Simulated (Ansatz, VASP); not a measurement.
## Al: VASP beside Ansatz

INCAR

```
PREC = Accurate ; ENCUT = 520
EDIFF = 1E-6 ; ISMEAR = -1
SIGMA = 0.1 ; LREAL = F
LASPH = T ; NELM = 100
ALGO = Normal ; ISIF = 2
LWAVE = F ; LCHARG = T
GGA = RP ; LELF = T
LVHAR = T ; NBANDS = 8
```

File KPOINTS:

```
Automatic mesh
0
Gamma
  15 15 15
```

File POSCAR:

```
Al
1.0
   -1.6064309780      1.6064309780      1.6064309780
    1.6064309780     -1.6064309780      1.6064309780
    1.6064309780      1.6064309780     -1.6064309780
Al
1
Direct
    0.0000000000      0.0000000000      0.0000000000
```

Input for Ansatz:

```yaml
crystal:
  lattice:
    - [-1.606430978, 1.606430978, 1.606430978]
    - [1.606430978, -1.606430978, 1.606430978]
    - [1.606430978, 1.606430978, -1.606430978]
  atoms:
    - { symbol: Al, position: [0.0, 0.0, 0.0] }
hamiltonian:
  xc: rpbe
  pseudopotentials:
    kind: paw
    azcp:
      Al: "pseudopotentials/Al.paw.azcp"
basis:
  ecutwfc: 420
  fft_grid_basis: typed
kpoints:
  mp_grid: { grid: [15, 15, 15], shift: [0, 0, 0] }
magnetization:
  spin_polarized: false
scf:
  occupations: { method: fermi_dirac, width: 0.1 }
  lower_state_search: "off"
output:
  stress: true
```

Alike in both runs: task single point; functional RPBE; k mesh 15 × 15 × 15; occupations fermi-dirac, width 0.1 eV; no spin polarisation.

|  | VASP | Ansatz |
| --- | --- | --- |
| version | VASP 6.6.1 | Ansatz 0.2.0 |
| potentials or method | VASP PAW PBE potentials, release 64 (Al), cutoff 520 eV | plane waves (420 eV) with PAW, scalar-relativistic |
| valence electrons in the cell | 3 | 3 |

|  | VASP | Ansatz | Ansatz less VASP |
| --- | --- | --- | --- |
| pressure (GPa) | 2.7 | 2.8 | +0.18 |

VASP's potentials were made for PBE, not for RPBE. With one functional, cell and mesh, what is left measures potentials, basis and numerics.
